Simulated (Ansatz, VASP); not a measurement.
# Si2F3: VASP beside Ansatz

```
CELL_PARAMETERS angstrom
3.82189 2.20657 2.03811
-3.82189 2.20657 2.03811
0.00000 -4.41314 2.03811
ATOMIC_POSITIONS crystal
Si 0.22402 0.22402 0.22402
Si 0.77598 0.77598 0.77598
F 0.17640 0.82360 0.00000
F 0.00000 0.17640 0.82360
F 0.82360 0.00000 0.17640
```

Change from the starting cell: species swapped into the Ni3Se2 type (R32, No. 155).

Alike in both runs: functional PBE; k mesh 6 × 6 × 6; occupations gaussian, width 0.1 eV; no spin polarisation.

Ansatz relaxed the structure, and its values are those at the end. VASP's run is a single point on that final structure, the one shown.

|  | VASP | Ansatz |
| --- | --- | --- |
| version | VASP 6.6.1 | Ansatz 0.2.0 |
| potentials or method | VASP PAW PBE potentials, release 64 (Si, F), cutoff 520 eV | scalar-relativistic, plane waves, PAW |
| valence electrons in the cell | 29 | 29 |

```csv
,VASP,Ansatz,Ansatz less VASP
gap on the k mesh at the Fermi level (eV),none,none,-
pressure (GPa),0.2,0.1,-0.07
rms of the force components (eV/Å),0.042,0.009,-0.0335
```

A gap of «none» marks a metal or a gap that the smearing closes. The functional is the same, so the differences come from potentials, cutoffs and numerics.
